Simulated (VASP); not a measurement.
# Na (I4/mmm) in VASP: further runs

Runs on Na. Level: PBE. Tasks: single point, relaxation of cell and atoms.

Program: VASP 6.6.1. These are calculated values, not measurements. Logs are shortened: lines on timing, memory, paths and dates and some standing lists are left out, and cuts for length are marked.

### Step 1. The cell of the first run

It takes space group I4/mmm (No. 139, tetragonal). The conventional cell has a = 3.751 Å, b = 3.751 Å, c = 5.258 Å, α = 90.00°, β = 90.00°, γ = 90.00°. Na (site symmetry 4/mmm) has 12 Na at 3.73 to 3.75 Å within 4.9 Å.

### Step 2. Single point, PBE

Contents of INCAR:

```
SYSTEM = Na
  PREC = Accurate
  ENCUT = 520
  EDIFF = 1E-7
  ISMEAR = 0
  SIGMA = 0.1
  LREAL = .False.
  LASPH = .True.
  NELM = 100
  ALGO = Normal
  ISIF = 2
  LWAVE = .False.
  LCHARG = .False.
  GGA = PE
  NBANDS = 10
```

Contents of KPOINTS:

```
regular mesh
0
Gamma
  16 16 16
  0 0 0
```

Contents of POSCAR:

```
Na
1.0
   -1.8754068687      1.8754068687      2.6288933483
    1.8754068687     -1.8754068687      2.6288933483
    1.8754068687      1.8754068687     -2.6288933483
Na
1
Direct
    0.0000000000      0.0000000000      0.0000000000
```

Potentials or basis: VASP PAW PBE potentials, release 64 (Na_pv).

Started as:

```console
> cat potpaw_PBE.64/Na_pv/POTCAR > POTCAR
> mpirun -np 1 vasp_std > vasp.out
```

OUTCAR:

```text
SYSTEM = Na
   PREC = Accurate
   ENCUT = 520
   EDIFF = 1E-7
   ISMEAR = 0
   LREAL = .False.
   LASPH = .True.
   NELM = 100
   ISIF = 2
   GGA = PE

 ion  position               nearest neighbor table
   1  0.000  0.000  0.000-

  LATTYP: Found a body centered tetragonal cell.
 ALAT       =     3.7508137374
 C/A-ratio  =     1.4017722726

  Lattice vectors:

 A1 = (  -1.8754068687,   1.8754068687,   2.6288933483)
 A2 = (   1.8754068687,  -1.8754068687,   2.6288933483)
 A3 = (   1.8754068687,   1.8754068687,  -2.6288933483)

Analysis of symmetry for initial positions (statically):
=====================================================================
 Subroutine PRICEL returns:
 Original cell was already a primitive cell.

 Routine SETGRP: Setting up the symmetry group for a
 body centered tetragonal supercell.

 Subroutine GETGRP returns: Found 16 space group operations
 (whereof 16 operations were pure point group operations)
 out of a pool of 16 trial point group operations.

The static configuration has the point symmetry D_4h.

Analysis of symmetry for dynamics (positions and initial velocities):
=====================================================================
 Subroutine PRICEL returns:
 Original cell was already a primitive cell.

 Routine SETGRP: Setting up the symmetry group for a
 body centered tetragonal supercell.

 Subroutine GETGRP returns: Found 16 space group operations
 (whereof 16 operations were pure point group operations)
 out of a pool of 16 trial point group operations.

The dynamic configuration has the point symmetry D_4h.

 Subroutine INISYM returns: Found 16 space group operations
 (whereof 16 operations are pure point group operations),
 and found     1 'primitive' translations

----------------------------------------------------------------------------------------

                                     Primitive cell

  volume of cell :      36.9849

  direct lattice vectors                    reciprocal lattice vectors
    -1.875406869  1.875406869  2.628893348     0.000000000  0.266608813  0.190194098
     1.875406869 -1.875406869  2.628893348     0.266608813  0.000000000  0.190194098
     1.875406869  1.875406869 -2.628893348     0.266608813  0.266608813  0.000000000

  length of vectors
     3.734351628  3.734351628  3.734351628     0.327496648  0.327496648  0.377041800

  position of ions in fractional coordinates (direct lattice)
     0.000000000  0.000000000  0.000000000

  ion indices of the primitive-cell ions
   primitive index   ion index
                 1           1

----------------------------------------------------------------------------------------

 KPOINTS: regular mesh

Automatic generation of k-mesh.
 Grid dimensions read from file:
 generate k-points for:   16   16   16

 Generating k-lattice:

  Cartesian coordinates                     Fractional coordinates (reciprocal lattice)
     0.000000000  0.016663051  0.011887131     0.062500000 -0.000000000  0.000000000
     0.016663051  0.000000000  0.011887131    -0.000000000  0.062500000  0.000000000
     0.016663051  0.016663051  0.000000000     0.000000000  0.000000000  0.062500000

  Length of vectors
     0.020468540  0.020468540  0.023565112

  Shift w.r.t. Gamma in fractional coordinates (k-lattice)
     0.000000000  0.000000000  0.000000000

 Subroutine IBZKPT returns following result:
 ===========================================

 Found    349 irreducible k-points:

 Following reciprocal coordinates:
            Coordinates               Weight
  0.000000  0.000000  0.000000      1.000000
  0.062500  0.000000  0.000000      8.000000
  0.125000  0.000000  0.000000      8.000000
  0.187500 -0.000000  0.000000      8.000000
  0.250000  0.000000  0.000000      8.000000
  0.312500 -0.000000  0.000000      8.000000
[... 16 lines left out ...]
 -0.125000  0.062500  0.000000     16.000000
 -0.062500  0.062500  0.000000      4.000000
 [... further k-points ...]
   k-points           NKPTS =    349   k-points in BZ     NKDIM =    349   number of bands    NBANDS=     10
   number of dos      NEDOS =    301   number of ions     NIONS =      1
   total plane-waves  NPLWV =  21952
   dimension x,y,z NGX =    28 NGY =   28 NGZ =   28
   dimension x,y,z NGXF=    56 NGYF=   56 NGZF=   56
   ions per type =               1
   NGX,Y,Z   is equivalent  to a cutoff of  12.47, 12.47, 12.47 a.u.
   NGXF,Y,Z  is equivalent  to a cutoff of  24.93, 24.93, 24.93 a.u.
 SYSTEM =  Na
   PREC   = accura    normal or accurate (medium, high low for compatibility)
   ISTART =      0    job   : 0-new  1-cont  2-samecut
   ICHARG =      2    charge: 1-file 2-atom 10-const
   ISPIN  =      1    spin polarized calculation?
   LNONCOLLINEAR =      F non collinear calculations
   LSORBIT =      F    spin-orbit coupling
   LASPH  =      T    aspherical Exc in radial PAW
   ENCUT  =  520.0 eV  38.22 Ry    6.18 a.u.   6.94  6.94  6.94*2*pi/ulx,y,z
   NELM   =    100;   NELMIN=  2; NELMDL= -5     # of ELM steps
   EDIFF  = 0.1E-06   stopping-criterion for ELM
   LREAL  =      F    real-space projection
   EDIFFG = 0.1E-05   stopping-criterion for IOM
   NSW    =      0    number of steps for IOM
   IBRION =     -1    ionic relax: 0-MD 1-quasi-New 2-CG
   NFREE  =      0    steps in history (QN), initial steepest desc. (CG)
   ISIF   =      2    stress and relaxation
   ISYM   =      2    0-nonsym 1-usesym 2-fastsym
   POTIM  = 0.5000    time-step for ionic-motion
   TEBEG  =    0.0;   TEEND  =   0.0 temperature during run
   PSTRESS=    0.0 pullay stress
   NELECT =       7.0000    total number of electrons
   NUPDOWN=      -1.0000    fix difference up-down
   EMIN   =  10.00;   EMAX   =-10.00  energy-range for DOS
   EFERMI =   0.00;   METHOD = LEGACY
   ISMEAR =     0;   SIGMA  =   0.10  broadening in eV -4-tet -1-fermi 0-gaus
   EFERMI_NEDOS =   21; number of points for ismear=-14 and -15
   IALGO  =     38    algorithm
   IMIX   =      4    mixing-type and parameters
     AMIX     =   0.40;   BMIX     =  1.00
     AMIX_MAG =   1.60;   BMIX_MAG =  1.00
  volume/ion in A,a.u.               =      36.98       249.59
  Fermi-wavevector in a.u.,A,eV,Ry     =   0.939939  1.776227 12.020539  0.883485
  Thomas-Fermi vector in A             =   2.067301
   LORBIT       =      0    0 simple, 1 ext, 2 COOP (PROOUT), +10 PAW based schemes
   GGA     = PE    functional components
   LHFCALC =     F    Hartree Fock is set to
   AEXX    =    0.0000 exact exchange contribution
   IVDW    =     0    specifies the selected vdW correction
   LEPSILON=     F    determine dielectric tensor
   LRPA    =     F    only Hartree local field effects (RPA)
 non-spin polarized calculation
 Gauss-broadening in eV      SIGMA  =   0.10
  energy-cutoff  :      520.00
  volume of cell :       36.98
 maximum number of plane-waves:      1014
   NGX = 13   NGY = 13   NGZ = 13

 number of electron       6.9999995 magnetization

 Free energy of the ion-electron system (eV)
  ---------------------------------------------------
  ext. energy  EPLUGINS =         0.00000000
  ---------------------------------------------------
  free energy    TOTEN  =        -1.31360715 eV

  energy without entropy =       -1.31150344  energy(sigma->0) =       -1.31255530

 E-fermi :   0.3410     XC(G=0):  -6.5078

 val. band max:        0.3407582732   @ k =  -0.2500  -0.4375   0.1875
 cond. band min:       0.3996086562   @ k =  -0.3750   0.3750   0.1250
 fundamental gap:      0.0588503830
 Fermi energy:         0.3409941578

 k-point     1 :       0.0000    0.0000    0.0000
  band No.  band energies     occupation
      1     -24.5600      2.00000
      2     -24.5600      2.00000
      3     -24.5600      2.00000
      4      -2.9484      2.00000
      5      11.4339      0.00000
      6      11.4339      0.00000
      7      11.4646      0.00000
      8      12.5444      0.00000
      9      13.0245      0.00000
     10      13.0245      0.00000

 k-point     2 :       0.0625    0.0000    0.0000
  band No.  band energies     occupation
      1     -24.5613      2.00000
      2     -24.5602      2.00000
      3     -24.5602      2.00000
      4      -2.8832      2.00000
      5      10.3406      0.00000
      6      11.2886      0.00000
      7      11.3162      0.00000
      8      12.6529      0.00000
      9      13.2652      0.00000
     10      13.2719      0.00000

 k-point     3 :       0.1250    0.0000    0.0000
  band No.  band energies     occupation
      1     -24.5652      2.00000
      2     -24.5607      2.00000
      3     -24.5607      2.00000
      4      -2.6881      2.00000
      5       8.8058      0.00000
      6      11.0078      0.00000
      7      11.0491      0.00000
      8      12.3581      0.00000
      9      13.8191      0.00000
     10      13.8287      0.00000

 k-point     4 :       0.1875   -0.0000    0.0000
  band No.  band energies     occupation
      1     -24.5709      2.00000
      2     -24.5616      2.00000
      3     -24.5614      2.00000
      4      -2.3645      2.00000
      5       7.2972      0.00000
      6      10.7450      0.00000
      7      10.8010      0.00000
      8      12.0446      0.00000
      9      13.7224      0.00000
     10      13.8877      0.00000

 k-point     5 :       0.2500    0.0000    0.0000
  band No.  band energies     occupation
      1     -24.5777      2.00000
      2     -24.5626      2.00000
      3     -24.5623      2.00000
      4      -1.9150      2.00000
      5       5.8639      0.00000
      6      10.5496      0.00000
      7      10.6203      0.00000
      8      11.7984      0.00000
      9      13.0258      0.00000
     10      13.1970      0.00000

 k-point     6 :       0.3125   -0.0000    0.0000
  band No.  band energies     occupation
      1     -24.5844      2.00000
      2     -24.5635      2.00000
      3     -24.5632      2.00000
      4      -1.3426      2.00000
      5       4.5224      0.00000
      6      10.4335      0.00000
      7      10.5190      0.00000
      8      11.6409      0.00000
      9      12.4143      0.00000
     10      12.5770      0.00000
[... 183 lines left out ...]
 k-point    21 :      -0.2500    0.0625    0.0000
  band No.  band energies     occupation
      1     -24.5755      2.00000
      2     -24.5629      2.00000
      3     -24.5623      2.00000
      4      -2.0237      2.00000
      5       6.3806      0.00000
      6       9.9630      0.00000
      7      10.4017      0.00000
      8      12.1022      0.00000
      9      12.8857      0.00000
     10      14.1999      0.00000

 k-point    22 :      -0.1875    0.0625   -0.0000
  band No.  band energies     occupation
      1     -24.5692      2.00000
      2     -24.5620      2.00000
      3     -24.5614      2.00000
      4      -2.4306      2.00000
      5       7.8309      0.00000
      6      10.1849      0.00000
      7      10.6516      0.00000
      8      12.5843      0.00000
      9      13.1505      0.00000
     10      13.6545      0.00000

 k-point    23 :      -0.1250    0.0625    0.0000
  band No.  band energies     occupation
      1     -24.5642      2.00000
      2     -24.5611      2.00000
      3     -24.5608      2.00000
      4      -2.7108      2.00000
      5       9.3256      0.00000
      6      10.4980      0.00000
      7      10.8615      0.00000
      8      12.4977      0.00000
      9      13.4183      0.00000
     10      13.9873      0.00000

 k-point    24 :      -0.0625    0.0625    0.0000
  band No.  band energies     occupation
      1     -24.5613      2.00000
      2     -24.5605      2.00000
      3     -24.5604      2.00000
      4      -2.8620      2.00000
      5      10.6286      0.00000
      6      10.8773      0.00000
      7      10.8993      0.00000
      8      12.5639      0.00000
      9      13.5167      0.00000
     10      13.7407      0.00000

 [... further k-points ...]

------------------------ aborting loop because EDIFF is reached ----------------------------------------

  FORCE on cell =-STRESS in cart. coord.  units (eV):
  Direction    XX          YY          ZZ          XY          YZ          ZX
  --------------------------------------------------------------------------------------
  -------------------------------------------------------------------------------------
  Total       -0.0015618     -0.0015618      0.0051840      0.0000000      0.0000000      0.0000000
  in kB       -0.0676573     -0.0676573      0.2245717      0.0000000      0.0000000      0.0000000
  external PRESSURE =       0.0297524 kB  Pullay stress =       0.0000000 kB

 VOLUME and BASIS-vectors are now :
 -----------------------------------------------------------------------------
  energy-cutoff  :      520.00
  volume of cell :       36.98
      direct lattice vectors                 reciprocal lattice vectors
    -1.875406869  1.875406869  2.628893348     0.000000000  0.266608813  0.190194098
     1.875406869 -1.875406869  2.628893348     0.266608813  0.000000000  0.190194098
     1.875406869  1.875406869 -2.628893348     0.266608813  0.266608813  0.000000000

 POSITION                                       TOTAL-FORCE (eV/Angst)
 -----------------------------------------------------------------------------------
      0.00000      0.00000      0.00000         0.000000      0.000000      0.000000
 -----------------------------------------------------------------------------------
    total drift:                               -0.000000     -0.000000     -0.000000

  FREE ENERGIE OF THE ION-ELECTRON SYSTEM (eV)
  ---------------------------------------------------
  free  energy   TOTEN  =        -1.3136071544 eV

  energy  without entropy=       -1.3115034369  energy(sigma->0) =       -1.31255530
```

Run time: 47 s. Hardware: 1 thread of Intel Xeon Platinum 8488C (Sapphire Rapids), shared host; peak memory 0.22 GiB.

Results:

```yaml
Free_energy: -1.3136 eV
Pressure: 0.0 GPa
```

Levels at points of the mesh, in eV from the Fermi level:
```csv
k point,band 2,band 3,band 4,band 5,band 6,band 7
"(0.00, 0.00, 0.00)",-24.90,-24.90,-3.29,11.09,11.09,11.12
"(0.50, 0.00, 0.00)",-24.91,-24.91,0.55,0.96,10.08,10.20
"(0.50, 0.50, 0.00)",-24.91,-24.91,1.74,2.28,6.30,7.18
"(0.50, 0.50, 0.50)",-24.91,-24.91,1.83,2.37,6.22,7.08
```

### Step 3. Relaxation of cell and atoms, PBE

This run uses another cell than the first one, of 37.61 Å³/atom, 1.017 times its volume.

Contents of INCAR:

```
ALGO = Normal ; EDIFF = 1E-6
EDIFFG = -0.005 ; ENCUT = 600
GGA = PE ; IBRION = 2
ISIF = 3 ; ISMEAR = 0
LASPH = True ; LCHARG = False
LREAL = False ; LWAVE = False
NELM = 100 ; NSW = 100
PREC = Accurate ; SIGMA = 0.1
```

Contents of KPOINTS:

```
k-points
0
Gamma
  16 16 16
```

Contents of POSCAR:

```
Na
1.0
   -1.8882910800      1.8882910800      2.6372766800
    1.8882910800     -1.8882910800      2.6372766800
    1.8882910800      1.8882910800     -2.6372766800
Na
1
Direct
    0.0000000000      0.0000000000      0.0000000000
```

Potentials or basis: VASP PAW PBE potentials, release 64 (Na_pv).

Started as:

```console
> cat potpaw_PBE.64/Na_pv/POTCAR > POTCAR
> mpirun -np 1 vasp_std > vasp.out
```

Wall time 3.1 min (1 thread of Intel Xeon Platinum 8488C (Sapphire Rapids), shared host); peak memory 0.23 GiB.

Results (log left out):

- Free energy: -1.3136 eV
- Relaxed volume: 37.02 Å³/atom
- Relaxed cell: a = 3.734 Å, b = 3.734 Å, c = 3.734 Å, α = 119.63°, β = 119.63°, γ = 90.64°
- Space group after relaxing (to 0.05 Å): I4/mmm (No. 139)
- Energy gained by relaxing: 0.2 meV/atom
- Ionic steps: 7
- Pressure after relaxing: 0.0 GPa

Step by step:
| step | energy change (eV) | largest force (eV/Å) | pressure (GPa) | volume (Å³) |
| --- | --- | --- | --- | --- |
| 1 | 0.0000 | 0.0000 | -0.14 | 37.61 |
| 2 | -0.0001 | 0.0000 | -0.07 | 37.43 |
| 3 | -0.0002 | 0.0000 | -0.03 | 37.26 |
| 4 | -0.0002 | 0.0000 | 0.05 | 36.91 |
| 5 | -0.0002 | 0.0000 | -0.04 | 37.11 |
| 6 | -0.0002 | 0.0000 | 0.01 | 37.01 |
| 7 | -0.0002 | 0.0000 | -0.01 | 37.02 |

Final structure:
```
Na
1.0
    -1.87749    1.87749    2.62587
     1.87749   -1.87749    2.62587
     1.87749    1.87749   -2.62587
Na
1
Direct
  0.00000 0.00000 0.00000
```

Levels at points of the mesh, in eV from the Fermi level:
```
           k point  band 1  band 2  band 3  band 4  band 5  band 6  band 7
(0.00, 0.00, 0.00)  -24.90  -24.90  -24.90   -3.29   11.08   11.08   11.12
(0.50, 0.00, 0.00)  -24.94  -24.91  -24.91    0.55    0.96   10.06   10.20
(0.50, 0.50, 0.00)  -24.94  -24.92  -24.91    1.73    2.27    6.30    7.18
(0.50, 0.50, 0.50)  -24.94  -24.92  -24.92    1.84    2.38    6.20    7.06
```
